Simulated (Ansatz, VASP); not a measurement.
# Two plane-wave programs on MoS2

```xyz
6
Lattice="3.1688 0.0000 0.0000 -1.5844 2.7443 0.0000 0.0000 0.0000 12.3453" Properties=species:S:1:pos:R:3 pbc="T T T"
Mo    0.0000    1.8295    3.0863
Mo    1.5844    0.9148    9.2590
S     0.0000    1.8295    7.7052
S     1.5844    0.9148    1.5325
S     0.0000    1.8295   10.8128
S     1.5844    0.9148    4.6402
```

Alike in both runs: functional r2SCAN; dispersion D3(BJ); k mesh 12 × 12 × 4; no spin polarisation.

Ansatz relaxed the structure, and its values are those at the end. VASP's run is a single point on that final structure, the one shown.

|  | VASP | Ansatz |
| --- | --- | --- |
| version | VASP 6.6.1 | Ansatz 0.2.0 |
| potentials or method | VASP PAW PBE potentials, release 64 (Mo_sv, S), cutoff 520 eV | scalar-relativistic, plane waves, PAW |
| occupations | gaussian, width 0.01 eV | fixed |
| valence electrons in the cell | 52 | 52 |

|  | VASP | Ansatz | Ansatz less VASP |
| --- | --- | --- | --- |
| gap on the k mesh at the Fermi level (eV) | 1.02 | 1.01 | -0.011 |
| least direct gap on the mesh (eV) | 1.76 | 1.75 | -0.008 |
| pressure (GPa) | 0.1 | 0.0 | -0.06 |

VASP's potentials were made for PBE, not for r2SCAN. Ansatz's warnings: dispersion damping borrowed.
